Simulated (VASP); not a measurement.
**HfSi (zincblende type): single point with PBEsol**

HfSi (zincblende type):

```xyz
2
Lattice="0.0000 2.3034 2.3034 2.3034 0.0000 2.3034 2.3034 2.3034 0.0000" Properties=species:S:1:pos:R:3 pbc="T T T"
Hf    0.0000    0.0000    0.0000
Si    1.1517    1.1517    1.1517
```

* Program: VASP 6.6.1
* Task: single point
* Functional: PBEsol
* Potentials or basis: VASP PAW PBE potentials, release 64 (Hf_pv, Si)
* Cutoff: 500 eV
* k mesh: 13 × 13 × 13
* Occupations: fermi-dirac, width 0.1 eV
* Spin: no spin polarisation

```json
{
  "Pressure": "195.1 GPa",
  "Band gap on the k mesh": "zero (band 7 reaches 11.51 eV, above the bottom of band 8 at 8.45 eV)"
}
```

Levels at points of the mesh, in eV from the Fermi level:
| k point | band 5 | band 6 | band 7 | band 8 | band 9 | band 10 |
| --- | --- | --- | --- | --- | --- | --- |
| (0.00, 0.00, 0.00) | -3.08 | -3.08 | -3.08 | 1.36 | 1.36 | 8.90 |

Wall time 29 s on 1 thread of Intel(R) Xeon(R) Platinum 8488C (Sapphire Rapids), on a shared host, peak memory 0.16 GiB.

Caveat: the PAW data sets were made with another functional, which shifts forces and pressure a little; spin-orbit coupling is left out, which moves the levels of the heavy elements.
